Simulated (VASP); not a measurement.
# TaN (I4/mmm) in VASP: single point with PBE

Aim: the single point of TaN with PBE.

Program: VASP 6.6.1. These are calculated values, not measurements. Logs are shortened: lines on timing, memory, paths and dates and some standing lists are left out, and cuts for length are marked.

### 1 The cell of the first run

The structure is tetragonal, space group I4/mmm (No. 139). Conventional cell: a = 3.217 Å, b = 3.217 Å, c = 4.351 Å, α = 90.00°, β = 90.00°, γ = 90.00°. Ta (site symmetry 4/mmm) has 6 N at 2.18 to 2.27 Å within 2.9 Å. Within 2.9 Å of N (site symmetry 4/mmm) lie 6 Ta at 2.18 to 2.27 Å.

### 2 Single point, PBE (strain +0.030 along x and y, -0.015 along z)

The input, INCAR:

```
SYSTEM = TaN
PREC = Accurate
ENCUT = 520
EDIFF = 1E-6
ISMEAR = 0
SIGMA = 0.15
LREAL = .False.
LASPH = .True.
NELM = 80
ALGO = Normal
ISIF = 2
LWAVE = .False.
LCHARG = .False.
GGA = PE
NBANDS = 15
```

The input, KPOINTS:

```
regular mesh
0
Gamma
  24 24 24
  0 0 0
```

The input, POSCAR:

```
TaN
1.0
    0.0000000000      2.2748938213      2.1755052563
    2.2748938213      0.0000000000      2.1755052563
    2.2748938213      2.2748938213      0.0000000000
Ta N
1 1
Direct
    0.5000000000      0.5000000000      0.5000000000
    0.0000000000      0.0000000000      0.0000000000
```

Potentials or basis: VASP PAW PBE potentials, release 64 (Ta_pv, N).

Started as:

```sh
$ cat potpaw_PBE.64/Ta_pv/POTCAR potpaw_PBE.64/N/POTCAR > POTCAR
$ mpirun -np 1 vasp_std > vasp.out
```

OUTCAR:

```text
SYSTEM = TaN
   PREC = Accurate
   ENCUT = 520
   EDIFF = 1E-6
   ISMEAR = 0
   LREAL = .False.
   LASPH = .True.
   NELM = 80
   ISIF = 2
   GGA = PE

 ion  position               nearest neighbor table
   1  0.500  0.500  0.500-   2 2.18   2 2.18   2 2.27   2 2.27   2 2.27   2 2.27
   2  0.000  0.000  0.000-   1 2.18   1 2.18   1 2.27   1 2.27   1 2.27   1 2.27

  LATTYP: Found a body centered tetragonal cell.
 ALAT       =     3.2171856950
 C/A-ratio  =     1.3524275330

  Lattice vectors:

 A1 = (   0.0000000000,  -2.2748938213,  -2.1755052563)
 A2 = (   0.0000000000,   2.2748938213,  -2.1755052563)
 A3 = (   2.2748938213,   0.0000000000,   2.1755052563)

Analysis of symmetry for initial positions (statically):
=====================================================================
 Subroutine PRICEL returns:
 Original cell was already a primitive cell.

 Routine SETGRP: Setting up the symmetry group for a
 body centered tetragonal supercell.

 Subroutine GETGRP returns: Found 16 space group operations
 (whereof 16 operations were pure point group operations)
 out of a pool of 16 trial point group operations.

The static configuration has the point symmetry D_4h.

Analysis of symmetry for dynamics (positions and initial velocities):
=====================================================================
 Subroutine PRICEL returns:
 Original cell was already a primitive cell.

 Routine SETGRP: Setting up the symmetry group for a
 body centered tetragonal supercell.

 Subroutine GETGRP returns: Found 16 space group operations
 (whereof 16 operations were pure point group operations)
 out of a pool of 16 trial point group operations.

The dynamic configuration has the point symmetry D_4h.

 Subroutine INISYM returns: Found 16 space group operations
 (whereof 16 operations are pure point group operations),
 and found     1 'primitive' translations

----------------------------------------------------------------------------------------

                                     Primitive cell

  volume of cell :      22.5171

  direct lattice vectors                    reciprocal lattice vectors
     0.000000000  2.274893821  2.175505256    -0.219790478  0.219790478  0.229831667
     2.274893821  0.000000000  2.175505256     0.219790478 -0.219790478  0.229831667
     2.274893821  2.274893821  0.000000000     0.219790478  0.219790478 -0.229831667

  length of vectors
     3.147692015  3.147692015  3.217185695     0.386572507  0.386572507  0.386572507

  position of ions in fractional coordinates (direct lattice)
     0.500000000  0.500000000  0.500000000
     0.000000000  0.000000000  0.000000000

  ion indices of the primitive-cell ions
   primitive index   ion index
                 1           1
                 2           2

----------------------------------------------------------------------------------------

 KPOINTS: regular mesh

Automatic generation of k-mesh.
 Grid dimensions read from file:
 generate k-points for:   24   24   24

 Generating k-lattice:

  Cartesian coordinates                     Fractional coordinates (reciprocal lattice)
    -0.009157937  0.009157937  0.009576319     0.041666667  0.000000000  0.000000000
     0.009157937 -0.009157937  0.009576319     0.000000000  0.041666667  0.000000000
     0.009157937  0.009157937 -0.009576319     0.000000000  0.000000000  0.041666667

  Length of vectors
     0.016107188  0.016107188  0.016107188

  Shift w.r.t. Gamma in fractional coordinates (k-lattice)
     0.000000000  0.000000000  0.000000000

 Subroutine IBZKPT returns following result:
 ===========================================

 Found   1063 irreducible k-points:

 Following reciprocal coordinates:
            Coordinates               Weight
  0.000000  0.000000  0.000000      1.000000
  0.041667  0.000000  0.000000      8.000000
  0.083333  0.000000  0.000000      8.000000
  0.125000 -0.000000  0.000000      8.000000
  0.166667  0.000000  0.000000      8.000000
  0.208333 -0.000000  0.000000      8.000000
[... 16 lines left out ...]
  0.416667  0.041667  0.000000      8.000000
  0.458333  0.041667  0.000000      8.000000
 [... further k-points ...]
   k-points           NKPTS =   1063   k-points in BZ     NKDIM =   1063   number of bands    NBANDS=     15
   number of dos      NEDOS =    301   number of ions     NIONS =      2
   total plane-waves  NPLWV =  13824
   dimension x,y,z NGX =    24 NGY =   24 NGZ =   24
   dimension x,y,z NGXF=    48 NGYF=   48 NGZF=   48
   ions per type =               1   1
   NGX,Y,Z   is equivalent  to a cutoff of  12.68, 12.68, 12.40 a.u.
   NGXF,Y,Z  is equivalent  to a cutoff of  25.35, 25.35, 24.80 a.u.
 SYSTEM =  TaN
   PREC   = accura    normal or accurate (medium, high low for compatibility)
   ISTART =      0    job   : 0-new  1-cont  2-samecut
   ICHARG =      2    charge: 1-file 2-atom 10-const
   ISPIN  =      1    spin polarized calculation?
   LNONCOLLINEAR =      F non collinear calculations
   LSORBIT =      F    spin-orbit coupling
   LASPH  =      T    aspherical Exc in radial PAW
   ENCUT  =  520.0 eV  38.22 Ry    6.18 a.u.   5.85  5.85  5.98*2*pi/ulx,y,z
   NELM   =     80;   NELMIN=  2; NELMDL= -5     # of ELM steps
   EDIFF  = 0.1E-05   stopping-criterion for ELM
   LREAL  =      F    real-space projection
   EDIFFG = 0.1E-04   stopping-criterion for IOM
   NSW    =      0    number of steps for IOM
   IBRION =     -1    ionic relax: 0-MD 1-quasi-New 2-CG
   NFREE  =      0    steps in history (QN), initial steepest desc. (CG)
   ISIF   =      2    stress and relaxation
   ISYM   =      2    0-nonsym 1-usesym 2-fastsym
   POTIM  = 0.5000    time-step for ionic-motion
   TEBEG  =    0.0;   TEEND  =   0.0 temperature during run
   PSTRESS=    0.0 pullay stress
   NELECT =      16.0000    total number of electrons
   NUPDOWN=      -1.0000    fix difference up-down
   EMIN   =  10.00;   EMAX   =-10.00  energy-range for DOS
   EFERMI =   0.00;   METHOD = LEGACY
   ISMEAR =     0;   SIGMA  =   0.15  broadening in eV -4-tet -1-fermi 0-gaus
   EFERMI_NEDOS =   21; number of points for ismear=-14 and -15
   IALGO  =     38    algorithm
   IMIX   =      4    mixing-type and parameters
     AMIX     =   0.40;   BMIX     =  1.00
     AMIX_MAG =   1.60;   BMIX_MAG =  1.00
  volume/ion in A,a.u.               =      11.26        75.98
  Fermi-wavevector in a.u.,A,eV,Ry     =   1.460867  2.760638 29.036636  2.134133
  Thomas-Fermi vector in A             =   2.577266
   LORBIT       =      0    0 simple, 1 ext, 2 COOP (PROOUT), +10 PAW based schemes
   GGA     = PE    functional components
   LHFCALC =     F    Hartree Fock is set to
   AEXX    =    0.0000 exact exchange contribution
   IVDW    =     0    specifies the selected vdW correction
   LEPSILON=     F    determine dielectric tensor
   LRPA    =     F    only Hartree local field effects (RPA)
 non-spin polarized calculation
 Gauss-broadening in eV      SIGMA  =   0.15
  energy-cutoff  :      520.00
  volume of cell :       22.52
 maximum number of plane-waves:       622
   NGX = 11   NGY = 11   NGZ = 11

 number of electron      15.9999999 magnetization

 Free energy of the ion-electron system (eV)
  ---------------------------------------------------
  ext. energy  EPLUGINS =         0.00000000
  ---------------------------------------------------
  free energy    TOTEN  =       -21.75063772 eV

  energy without entropy =      -21.74019866  energy(sigma->0) =      -21.74541819

 E-fermi :   8.8986     XC(G=0): -13.1192

 val. band max:        8.8955296990   @ k =   0.2500   0.0833   0.0000
 cond. band min:       8.9004223831   @ k =  -0.2917   0.0417   0.1667
 fundamental gap:      0.0048926841
 Fermi energy:         8.8985770487

 k-point     1 :       0.0000    0.0000    0.0000
  band No.  band energies     occupation
      1     -26.9818      2.00000
      2     -26.9818      2.00000
      3     -26.9519      2.00000
      4      -9.4974      2.00000
      5       5.1884      2.00000
      6       5.1884      2.00000
      7       5.3523      2.00000
      8       6.8017      2.00000
      9       6.8017      2.00000
     10       7.2929      2.00000
     11       8.6661      1.97160
     12       8.7200      1.90768
     13      10.5212      0.00000
     14      18.3086      0.00000
     15      21.1577      0.00000

 k-point     2 :       0.0417    0.0000    0.0000
  band No.  band energies     occupation
      1     -26.9908      2.00000
      2     -26.9834      2.00000
      3     -26.9561      2.00000
      4      -9.4594      2.00000
      5       4.9669      2.00000
      6       5.0328      2.00000
      7       5.1853      2.00000
      8       6.8831      2.00000
      9       6.9085      2.00000
     10       7.3515      2.00000
     11       8.8280      1.49420
     12       8.8921      1.04842
     13      10.6608      0.00000
     14      18.4310      0.00000
     15      21.1576      0.00000

 k-point     3 :       0.0833    0.0000    0.0000
  band No.  band energies     occupation
      1     -27.0231      2.00000
      2     -26.9881      2.00000
      3     -26.9626      2.00000
      4      -9.3471      2.00000
      5       4.4196      2.00000
      6       4.6609      2.00000
      7       4.8069      2.00000
      8       7.0797      2.00000
      9       7.1235      2.00000
     10       7.4847      2.00000
     11       9.2642      0.00057
     12       9.3518      0.00002
     13      11.0467      0.00000
     14      18.7848      0.00000
     15      21.1575      0.00000

 k-point     4 :       0.1250   -0.0000    0.0000
  band No.  band energies     occupation
      1     -27.0789      2.00000
      2     -26.9955      2.00000
      3     -26.9681      2.00000
      4      -9.1658      2.00000
      5       3.7313      2.00000
      6       4.2053      2.00000
      7       4.3407      2.00000
      8       7.3483      2.00000
      9       7.3646      2.00000
     10       7.6570      2.00000
     11       9.8784      0.00000
     12       9.9865      0.00000
     13      11.6047      0.00000
     14      19.3282      0.00000
     15      21.1572      0.00000
[... 307 lines left out ...]
 k-point    22 :       0.3750    0.0417    0.0000
  band No.  band energies     occupation
      1     -27.5431      2.00000
      2     -27.0669      2.00000
      3     -27.0017      2.00000
      4      -7.3640      2.00000
      5      -0.1058      2.00000
      6       2.0177      2.00000
      7       2.1640      2.00000
      8       8.8812      1.12988
      9       9.9570      0.00000
     10      10.1586      0.00000
     11      13.1452      0.00000
     12      13.7365      0.00000
     13      15.6642      0.00000
     14      20.1102      0.00000
     15      21.1713      0.00000

 k-point    23 :       0.4167    0.0417    0.0000
  band No.  band energies     occupation
      1     -27.5989      2.00000
      2     -27.0733      2.00000
      3     -27.0074      2.00000
      4      -7.0923      2.00000
      5      -0.5290      2.00000
      6       1.8505      2.00000
      7       1.9606      2.00000
      8       9.3441      0.00003
      9      10.3994      0.00000
     10      10.5432      0.00000
     11      13.1352      0.00000
     12      14.3733      0.00000
     13      15.9527      0.00000
     14      19.9273      0.00000
     15      21.1722      0.00000

 k-point    24 :       0.4583    0.0417    0.0000
  band No.  band energies     occupation
      1     -27.6362      2.00000
      2     -27.0767      2.00000
      3     -27.0122      2.00000
      4      -6.8994      2.00000
      5      -0.8188      2.00000
      6       1.7552      2.00000
      7       1.8210      2.00000
      8       9.8007      0.00000
      9      10.7341      0.00000
     10      10.7873      0.00000
     11      12.9082      0.00000
     12      14.8996      0.00000
     13      16.1644      0.00000
     14      19.8506      0.00000
     15      20.7693      0.00000

 [... further k-points ...]
[... 5 lines left out ...]
  --------------------------------------------------------------------------------------
  -------------------------------------------------------------------------------------
  Total       -2.5684427     -2.5684427      0.4743153      0.0000000      0.0000000      0.0000000
  in kB     -182.7544945   -182.7544945     33.7493425      0.0000000      0.0000000      0.0000000
  external PRESSURE =    -110.5865488 kB  Pullay stress =       0.0000000 kB

 VOLUME and BASIS-vectors are now :
 -----------------------------------------------------------------------------
  energy-cutoff  :      520.00
  volume of cell :       22.52
      direct lattice vectors                 reciprocal lattice vectors
     0.000000000  2.274893821  2.175505256    -0.219790478  0.219790478  0.229831667
     2.274893821  0.000000000  2.175505256     0.219790478 -0.219790478  0.229831667
     2.274893821  2.274893821  0.000000000     0.219790478  0.219790478 -0.229831667

 POSITION                                       TOTAL-FORCE (eV/Angst)
 -----------------------------------------------------------------------------------
      2.27489      2.27489      2.17551         0.000000      0.000000      0.000000
      0.00000      0.00000      0.00000        -0.000000     -0.000000      0.000000
 -----------------------------------------------------------------------------------
    total drift:                                0.000000     -0.000000     -0.000000

  FREE ENERGIE OF THE ION-ELECTRON SYSTEM (eV)
  ---------------------------------------------------
  free  energy   TOTEN  =       -21.7506377199 eV

  energy  without entropy=      -21.7401986591  energy(sigma->0) =      -21.74541819
```

It took 99 s on 1 thread of Intel Xeon 6975P-C (Granite Rapids), shared host; peak memory 0.44 GiB.

What came out:

```yaml
Free_energy: -21.7506 eV
Pressure: -11.1 GPa
Band_gap_on_the_k_mesh: zero (band 8 reaches 10.44 eV, above the bottom of band 9 at 6.80 eV)
```

Stress tensor (GPa, compression positive):
```
-18.28   0.00   0.00
  0.00 -18.28   0.00
  0.00   0.00   3.37
```

Levels at points of the mesh, in eV from the Fermi level:
| k point | band 4 | band 5 | band 6 | band 7 | band 8 | band 9 | band 10 | band 11 | band 12 | band 13 |
| --- | --- | --- | --- | --- | --- | --- | --- | --- | --- | --- |
| (0.00, 0.00, 0.00) | -18.40 | -3.71 | -3.71 | -3.55 | -2.10 | -2.10 | -1.61 | -0.23 | -0.18 | 1.62 |
| (0.50, 0.00, 0.00) | -15.68 | -9.90 | -7.19 | -7.19 | 1.53 | 1.92 | 1.93 | 3.63 | 6.44 | 7.31 |
| (0.50, 0.50, 0.00) | -17.14 | -6.21 | -5.13 | -4.63 | -4.63 | 1.98 | 3.24 | 3.24 | 4.02 | 6.46 |
| (0.50, 0.00, 0.50) | -17.19 | -6.64 | -5.04 | -4.48 | -4.35 | 1.79 | 2.97 | 3.47 | 4.07 | 6.17 |

Caveat: the cell differs from its parent crystal (strain +0.030 along x and y, -0.015 along z); spin-orbit coupling is left out, which moves the levels of the heavy elements.
